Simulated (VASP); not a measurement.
Input of a VASP 6.6.1 run:

Contents of INCAR:

```
SYSTEM = BaS
ALGO = Normal
EDIFF = 1E-7
ENCUT = 520
GGA = PS
GGA_COMPAT = .FALSE.
ISIF = 2
ISMEAR = 0
LASPH = .TRUE.
LCHARG = .FALSE.
LNONCOLLINEAR = .TRUE.
LORBIT = 11
LORBMOM = .TRUE.
LREAL = .FALSE.
LSORBIT = .TRUE.
LWAVE = .FALSE.
MAGMOM = 0 0 0 0 0 0
NBANDS = 28
NELM = 150
PREC = Accurate
SIGMA = 0.01
```

The input KPOINTS:

```
k-points
0
G
  8 8 8
  0 0 0
```

File POSCAR:

```
BaS
1.0
    0.0000000000      3.1662966003      3.1662966003
    3.1662966003      0.0000000000      3.1662966003
    3.1662966003      3.1662966003      0.0000000000
Ba S
1 1
Direct
    0.0000000000      0.0000000000      0.0000000000
    0.5000000000      0.5000000000      0.5000000000
```

Potentials or basis: VASP PAW PBE potentials, release 64 (Ba_sv, S).

The run is started by

```console
$ cat potpaw_PBE.64/Ba_sv/POTCAR potpaw_PBE.64/S/POTCAR > POTCAR
$ mpirun -np 1 vasp_ncl > vasp.out
```

(1) Predict the pressure.

(2) What does it give for the net moment?

Results:

(1) 0.6 GPa.

(2) 0.00 μB per cell.

Caveat: the PAW data sets were made with another functional, which shifts forces and pressure a little.
